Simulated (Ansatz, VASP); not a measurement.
**One calculation of CdF2, two programs**

File INCAR:

```
SYSTEM = CdF2
  PREC = Accurate
  ENCUT = 520
  EDIFF = 1E-6
  ISMEAR = 0
  SIGMA = 0.1
  LREAL = .FALSE.
  LASPH = .TRUE.
  NELM = 80
  ALGO = Normal
  ISIF = 2
  LWAVE = .FALSE.
  LCHARG = .FALSE.
  GGA = PE
  NBANDS = 35
```

The input KPOINTS:

```
Automatic mesh
0
G
  4 4 2
  0 0 0
```

POSCAR

```
CdF2
1.0
    0.0000000000      0.0000000000      3.2956069518
    3.7806316244      0.0000000000      0.0000000000
    0.0000000000      7.5612632488      0.0000000000
Cd F
2 4
Direct
    0.0000000000      0.0000000000      0.0000000000
    0.0000000000      0.0000000000      0.5000000000
    0.3310550482      0.5000000000      0.0000000000
    0.3310550482      0.5000000000      0.5000000000
    0.6689449518      0.0000000000      0.2500000000
    0.6689449518      0.0000000000      0.7500000000
```

Input for Ansatz:

```yaml
crystal:
  lattice:
    - [0.0, 0.0, 3.2956069518]
    - [3.7806316244, 0.0, 0.0]
    - [0.0, 7.5612632488, 0.0]
  atoms:
    - { symbol: Cd, position: [0.0, 0.0, 0.0] }
    - { symbol: Cd, position: [0.0, 0.0, 0.5] }
    - { symbol: F, position: [0.3310550482, 0.5, 0.0] }
    - { symbol: F, position: [0.3310550482, 0.5, 0.5] }
    - { symbol: F, position: [0.6689449518, 0.0, 0.25] }
    - { symbol: F, position: [0.6689449518, 0.0, 0.75] }
basis:
  ecutwfc: 420
kpoints:
  mp_grid: { grid: [4, 4, 2] }
hamiltonian:
  xc: pbe
scf:
  occupations: { method: gaussian, width: 0.1 }
  lower_state_search: "off"
output:
  forces: true
  stress: true
  eigenvalues: true
```

Alike in both runs: task single point; functional PBE; k mesh 4 × 4 × 2; occupations gaussian, width 0.1 eV; no spin polarisation.

```csv
,VASP,Ansatz
version,VASP 6.6.1,Ansatz 0.2.0
potentials or method,"VASP PAW PBE potentials, release 64 (Cd, F), cutoff 520 eV","scalar-relativistic, plane waves, PAW"
valence electrons in the cell,52,68
```

|  | VASP | Ansatz | Ansatz less VASP |
| --- | --- | --- | --- |
| gap on the k mesh at the Fermi level (eV) | 2.62 | 2.65 | +0.028 |
| least direct gap on the mesh (eV) | 2.74 | 2.77 | +0.032 |
| pressure (GPa) | 0.7 | 0.0 | -0.69 |
| traceless stress, the component that is largest in VASP (GPa) | -0.20 | 0.00 | +0.201 |
| rms of the force components (eV/Å) | 0.041 | 0.001 | -0.0400 |

Atom by atom the forces differ by 0.040 eV/Å (rms over components). VASP's potentials hold 52 valence electrons a cell and Ansatz's 68, so a difference there can come from the potentials and not from the codes.

The k mesh is coarse, so the values compare programs but aren't converged.
